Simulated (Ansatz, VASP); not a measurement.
Al3B2P: VASP beside Ansatz

File INCAR:

```
SYSTEM = Al3B2P
ALGO = Normal
EDIFF = 1E-6
EDIFFG = -0.01
ENCUT = 600
GGA = PE
IBRION = 2
ISIF = 3
ISMEAR = 0
LASPH = .True.
LCHARG = .False.
LREAL = .False.
LWAVE = .False.
NELM = 80
NSW = 100
PREC = Accurate
SIGMA = 0.1
```

Contents of KPOINTS:

```
k-points
0
Gamma
  6 6 14
  0 0 0
```

The input POSCAR:

```
Al3B2P
1.0
    6.1845711814      0.0000000000      0.0000000000
   -3.0922855907      5.3559957546      0.0000000000
    0.0000000000      0.0000000000      2.5492086284
Al B P
3 2 1
Direct
    0.5000000000      0.5000000000      0.5000000000
    0.0000000000      0.5000000000      0.5000000000
    0.5000000000      0.0000000000      0.5000000000
    0.3333333333      0.6666666667      0.0000000000
    0.6666666667      0.3333333333      0.0000000000
    0.0000000000      0.0000000000      0.0000000000
```

Input for Ansatz:

```yaml
crystal:
  lattice:
    - [6.1845711814, 0.0, 0.0]
    - [-3.0922855907, 5.3559957546, 0.0]
    - [0.0, 0.0, 2.5492086284]
  atoms:
    - { symbol: Al, position: [0.5, 0.5, 0.5] }
    - { symbol: Al, position: [0.0, 0.5, 0.5] }
    - { symbol: Al, position: [0.5, 0.0, 0.5] }
    - { symbol: B, position: [0.3333333333, 0.6666666667, 0.0] }
    - { symbol: B, position: [0.6666666667, 0.3333333333, 0.0] }
    - { symbol: P, position: [0.0, 0.0, 0.0] }
basis:
  ecutwfc: 420
kpoints:
  mp_grid: { grid: [6, 6, 14] }
hamiltonian:
  xc: pbe
scf:
  occupations: { method: gaussian, width: 0.1 }
output:
  forces: true
  stress: true
  eigenvalues: true
  write_density: true
  write_potential: true
  elf: true
  volumetric_format: npy
relax:
  adjacent_minimum: "off"
  f_tol: 0.01
  max_steps: 80
  cell: { stress_tol: 0.05 }
```

Change from the starting cell: species swapped into the ErB2Ir3 type (C2/m, No. 12).

Alike in both runs: task relaxation of cell and atoms; functional PBE; k mesh 6 × 6 × 14; occupations gaussian, width 0.1 eV; no spin polarisation.

|  | VASP | Ansatz |
| --- | --- | --- |
| version | VASP 6.6.1 | Ansatz 0.2.0 |
| potentials or method | VASP PAW PBE potentials, release 64 (Al, B, P), cutoff 600 eV | scalar-relativistic, plane waves, PAW |
| valence electrons in the cell | 20 | 20 |

Ansatz gave:

```
gap on the k mesh at the Fermi level, each at its own relaxed structure (eV) : none
relaxed volume (Å³/atom)                                                     : 13.98
relaxed cell length with the largest relative difference (Å)                 : 6.106
```

**Question.** What did VASP give for the same quantities?

**Answer.** gap on the k mesh at the Fermi level, each at its own relaxed structure (eV): none; relaxed volume (Å³/atom): 13.98; relaxed cell length with the largest relative difference (Å): 6.104.

A gap of «none» marks a metal or a gap that the smearing closes.
